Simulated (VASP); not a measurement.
Ir: single point with PBE

The system is Ir.

```
Ir
1.0
     0.00000    1.93606    1.93606
     1.93606    0.00000    1.93606
     1.93606    1.93606    0.00000
Ir
1
Direct
  0.00000 0.00000 0.00000
```

| Quantity | Value |
| --- | --- |
| Program | VASP 6.6.1 |
| Task | single point |
| Functional | PBE |
| Potentials or basis | VASP PAW PBE potentials, release 64 (Ir) |
| Cutoff | 520 eV |
| k mesh | 14 × 14 × 14 |
| Occupations | methfessel-paxton, width 0.2 eV |
| Spin | no spin polarisation |

```json
{
  "Pressure": "0.3 GPa"
}
```

Levels at points of the mesh, in eV from the Fermi level:
```csv
k point,band 1,band 2,band 3,band 4,band 5,band 6,band 7,band 8
"(0.00, 0.00, 0.00)",-10.74,-3.63,-3.63,-3.63,-1.05,-1.05,14.48,19.91
"(0.50, 0.00, 0.00)",-7.73,-3.73,-3.73,-0.59,0.95,0.95,7.11,14.01
"(0.50, 0.50, 0.00)",-7.52,-6.96,0.92,1.51,1.51,1.81,10.27,11.69
```

It took 13 s on 1 thread of Intel Xeon 6975P-C (shared host), peak memory 0.14 GiB.

Caveat: spin-orbit coupling is left out, which moves the levels of the heavy elements.
